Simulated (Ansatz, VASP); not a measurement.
# Two plane-wave programs on TaC

```
Ta C
1.0
     0.00000    2.19009    2.19009
     2.19009    0.00000    2.19009
     2.19009    2.19009    0.00000
Ta C
1 1
Direct
  0.00000 0.00000 0.00000
  0.50000 0.50000 0.50000
```

Alike in both runs: task single point; functional PBEsol; dispersion D3(BJ); k mesh 10 × 10 × 10; occupations gaussian, width 0.05 eV; no spin polarisation.

|  | VASP | Ansatz |
| --- | --- | --- |
| version | VASP 6.6.1 | Ansatz 0.2.0 |
| potentials or method | VASP PAW PBE potentials, release 64 (Ta_sv_GW, C), cutoff 700 eV | scalar-relativistic, plane waves, PAW |
| valence electrons in the cell | 17 | 17 |

|  | VASP | Ansatz | Ansatz less VASP |
| --- | --- | --- | --- |
| gap on the k mesh at the Fermi level (eV) | none | none | - |
| pressure (GPa) | 7.8 | 7.7 | -0.15 |

VASP's potentials were made for PBE, not for PBEsol. A gap of «none» marks a metal or a gap that the smearing closes.

Spin-orbit coupling is off throughout.
